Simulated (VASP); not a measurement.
# H4CO in VASP: notebook, part 2 of 2

VASP 6.6.1. Earlier steps stand in the parts before.

### Step 3. Single point, PBE+D3(BJ)

File INCAR:

```
ALGO = Normal ; EDIFF = 1E-7
ENCUT = 520 ; GGA = PE
ISIF = 2 ; ISMEAR = -1
IVDW = 12 ; LASPH = True
LCHARG = True ; LELF = True
LREAL = Auto ; LVHAR = True
LWAVE = False ; NBANDS = 66
NELM = 100 ; PREC = Accurate
SIGMA = 0.05
```

File KPOINTS:

```
k-points
0
Gamma
  1 1 1
```

File POSCAR:

```
H4CO
1.0
    7.3803230000      0.0000000000      0.0000000000
    0.0000000000      7.3803230000      0.0000000000
    0.0000000000      0.0000000000      7.3803230000
C O H
6 6 24
Direct
    0.0807823723      0.6178049389      0.4463354788
    0.7078687477      0.5302071468      0.7057685687
    0.7602648285      0.2807600697      0.1783119790
    0.1592477728      0.2137982308      0.6956877091
    0.5191236210      0.8381204996      0.1981620588
    0.0325324515      0.8543528515      0.9733042849
    0.0884649628      0.7768630181      0.5594877081
    0.6294439959      0.3629651439      0.6574509002
    0.6596594756      0.3604178300      0.3273162977
    0.2822234203      0.3214086972      0.7885969218
    0.6665426432      0.7287079441      0.2840797076
   -0.0738856551      0.6983840680      1.0238440784
   -0.0534393955      0.5521032074      0.4676082605
    0.2085545578      0.8344350240      0.5508566495
    0.0900502593      0.6547409917      0.3059351196
    0.1888128745      0.5213050974      0.4727977353
    0.6478171755      0.5541491883      0.8421176146
    0.6684395791      0.3384675711      0.5254648069
    0.8501253942      0.5209799083      0.7263367741
    0.6704313619      0.6410424042      0.6152847240
    0.7908867945      0.1493837058      0.2332824729
    0.6501205977      0.5026880260      0.2961523500
    0.6822194638      0.2800690430      0.0428165542
    0.8864517176      0.3623554145      0.1694912269
    0.0402014925      0.2036496235      0.7724323177
    0.4022859162      0.3163276187      0.7135731051
    0.1297910674      0.2401656404      0.5535665580
    0.1916582784      0.0626124358      0.6924358189
    0.3937903531      0.7491948523      0.1810354371
    0.7678119237      0.7360246970      0.1997609048
    0.4722422040      0.9583591396      0.2813833487
    0.5773324555      0.8828339898      0.0726390972
    0.1677162368      0.8595965244      1.0398189890
   -0.0617859137      0.6069924040      0.9270596964
    0.0274513731      0.8575098949      0.8254245783
   -0.0413261046      0.9781143725      1.0107958690
```

Potentials or basis: VASP PAW PBE potentials, release 64 (C, O, H).

Command:

```bash
$ cat potpaw_PBE.64/C/POTCAR potpaw_PBE.64/O/POTCAR potpaw_PBE.64/H/POTCAR > POTCAR
$ mpirun -np 1 vasp_gam > vasp.out
```

It took 2.7 min on 1 thread of Intel Xeon Platinum 8259CL at 2.50GHz (Skylake/Cascade Lake), shared host; peak memory 0.38 GiB.

The run converged. Its results:

| Property | Result |
| --- | --- |
| Free energy | -182.6911 eV |
| Pressure | -0.4 GPa |
| Largest force | 3.071 eV/Å |
| Band gap on the k mesh | 4.43 eV |
| Dispersion energy per atom | -0.035 eV |

Forces in eV/Å, atoms in the order of the input:
```
C   -0.409  0.086  0.323
C   -2.157 -0.023  1.718
C   -0.267  1.135  0.020
C    0.610 -2.410 -0.355
C   -0.538 -1.021  1.268
C   -0.607  0.363 -0.243
O    0.265 -0.110 -0.041
O    0.433 -1.015 -0.730
O   -0.548  2.334 -1.920
O    1.980  0.243 -1.334
O   -1.624  0.627  0.250
O    0.217 -0.224  0.145
H    0.658  0.328 -0.016
H   -0.469 -0.421 -0.063
H   -0.053  0.254 -0.914
H    0.275 -0.222  0.396
H    0.210  0.508 -0.344
H   -0.558  0.063  0.667
H    1.431 -0.121 -0.219
H    0.155  0.238 -0.200
H    0.298 -0.967 -0.421
H   -0.055 -1.751  0.754
H    0.631 -0.121  1.269
H   -0.076 -0.474 -0.517
H   -1.895  0.502  0.754
H   -1.050  0.544  1.301
H   -0.045  0.736 -0.365
H    0.578  0.706  0.039
H    1.147  0.546 -0.121
H    0.545 -0.150 -0.468
H    0.776 -0.721 -0.238
H   -0.301  0.362 -0.850
H   -0.312 -0.245 -0.504
H   -0.038  0.468  0.534
H    0.894  0.034 -0.031
H   -0.102 -0.079  0.452
```

Stress tensor (GPa, compression positive):
```
-0.49 -0.07 -0.70
-0.07 -1.34 -0.13
-0.70 -0.13  0.75
```

Levels at points of the mesh, in eV from the valence-band top:
```tsv
k point	band 39	band 40	band 41	band 42	band 43	band 44	band 45	band 46
(0.00, 0.00, 0.00)	-0.80	-0.56	-0.39	0.00	4.43	5.53	5.69	6.07
```

Caveat: the k points lie up to 0.85 Å⁻¹ apart.

### Step 4. Single point, PBE+D3(BJ)

File INCAR:

```
SYSTEM = H4CO
ALGO = Normal
EDIFF = 1E-7
ENCUT = 520
GGA = PE
ISIF = 2
ISMEAR = -1
IVDW = 12
LASPH = .True.
LCHARG = .False.
LREAL = Auto
LWAVE = .False.
NBANDS = 66
NELM = 60
PREC = Accurate
SIGMA = 0.05
```

File KPOINTS:

```
k-points
0
Gamma
  1 1 1
  0 0 0
```

File POSCAR:

```
H4CO
1.0
    7.3803230000      0.0000000000      0.0000000000
    0.0000000000      7.3803230000      0.0000000000
    0.0000000000      0.0000000000      7.3803230000
C O H
6 6 24
Direct
    0.0830586954      0.6306905538      0.4320949097
    0.6774500249      0.5403828532      0.7364447328
    0.7745731454      0.2994990870      0.1946933759
    0.1700603077      0.2109121782      0.7213369930
    0.5198146477      0.7946535673      0.1698706141
    0.0830586954      0.8451256131      1.0086279422
    0.1087215289      0.7688552384      0.5580514566
    0.6384679912      0.3595100106      0.6795095553
    0.6344302275      0.3918663180      0.2929817570
    0.2931443515      0.3112194412      0.8349905553
    0.6842383457      0.7529345260      0.2679286530
   -0.0423152212      0.6920564317      1.0281257338
   -0.0660675691      0.6008138126      0.4156999633
    0.2210607856      0.7632592774      0.6294575454
    0.1449936541      0.6677756516      0.2998920237
    0.1485029856      0.5069561319      0.4839761078
    0.6175881462      0.5462633546      0.8742435799
    0.6558385046      0.3674229434      0.5478486511
    0.8317115660      0.5523606487      0.7393985331
    0.6298504822      0.6529795512      0.6462589781
    0.8032846259      0.1688272993      0.2711940927
    0.6469500048      0.5228497452      0.2797574036
    0.7281117642      0.2784430980      0.0535342423
    0.9063153469      0.3847663578      0.1716998023
    0.0654984883      0.1314170125      0.7953581435
    0.4093045792      0.3142951874      0.7684216531
    0.0858905498      0.2987267630      0.6251487909
    0.2242449280      0.1209703153      0.6196205776
    0.4678386027      0.6620035465      0.1193850188
    0.7872961658      0.7519589590      0.1875934156
    0.4169058725      0.8278905950      0.2758415858
    0.5395427815      0.8908282198      0.0662843618
    0.2163861934      0.8179316813      1.0824458496
   -0.0501062081      0.6128322568      0.9239974998
    0.1044263239      0.8920883273      0.8673875114
   -0.0036854756      0.9625730473      1.0604413926
```

Command:

```bash
$ cat potpaw_PBE.64/C/POTCAR potpaw_PBE.64/O/POTCAR potpaw_PBE.64/H/POTCAR > POTCAR
$ mpirun -np 1 vasp_gam > vasp.out
```

Run time: 2.9 min. Hardware: 1 thread of Intel Xeon Platinum 8259CL at 2.50GHz (Skylake/Cascade Lake), shared host; peak memory 0.37 GiB.

The run converged. Its results:

| Property | Result |
| --- | --- |
| Free energy | -182.5721 eV |
| Pressure | -1.1 GPa |
| Largest force | 3.102 eV/Å |
| Band gap on the k mesh | 4.55 eV |
| Dispersion energy per atom | -0.035 eV |

Forces in eV/Å, atoms in the order of the input:
```
C    0.189 -1.156 -0.405
C    1.071 -0.107  0.734
C    1.063  0.452 -0.239
C   -1.655  1.026 -0.707
C   -0.464 -2.322  2.003
C   -0.974  0.524  0.199
O   -0.070  1.634  1.397
O   -0.299  0.397 -0.431
O    0.245 -0.901  0.545
O   -0.574 -0.729 -0.708
O   -0.851  0.353  0.879
O    0.592  0.742  0.308
H    0.963  0.424  0.096
H   -0.433 -0.471 -0.700
H   -0.370 -0.295  0.238
H   -0.085 -0.181 -0.376
H    0.373  0.546 -0.334
H   -0.251 -0.617 -0.768
H   -1.012  0.200  0.133
H   -0.116 -0.625  0.291
H   -0.076  0.857 -0.824
H    0.362  0.800 -0.081
H   -0.097 -0.532  0.147
H   -1.304 -0.929  0.828
H    0.575  0.517  0.222
H    0.124  0.099  0.073
H    0.451 -0.035  0.964
H    1.087 -0.677 -0.030
H    0.010  0.468 -0.535
H    0.679 -0.156 -0.945
H    0.517  0.597 -0.533
H   -0.011  1.160 -0.946
H   -1.406  0.487 -0.626
H    0.338  0.086 -0.399
H    0.135 -0.906  0.228
H    1.274 -0.729  0.300
```

Stress tensor (GPa, compression positive):
```
-3.11 -0.66 -0.24
-0.66 -0.31  1.50
-0.24  1.50 -0.02
```

Levels at points of the mesh, in eV from the valence-band top:
```csv
k point,band 39,band 40,band 41,band 42,band 43,band 44,band 45,band 46
"(0.00, 0.00, 0.00)",-0.69,-0.46,-0.38,0.00,4.55,5.82,6.04,6.23
```

Caveat: the k points lie up to 0.85 Å⁻¹ apart.

### Step 5. Summary

| cell | gap on the mesh (eV) | pressure (GPa) | largest force (eV/Å) |
| --- | --- | --- | --- |
| as given, atomic positions A | 4.66 | -0.3 | 0.22 |
| as given, atomic positions B | 4.43 | -0.4 | 3.07 |
| as given, atomic positions C | 4.55 | -1.1 | 3.10 |

Alike in all rows: task single point; level PBE+D3(BJ); potentials or basis VASP PAW PBE potentials, release 64 (C, O, H); no spin polarisation; k mesh 1 × 1 × 1; cutoff (eV) 520; smearing fermi-dirac 0.05 eV.

Caveats: all runs use coarse meshes.

Absolute energies hang on the potentials; compare differences alone.
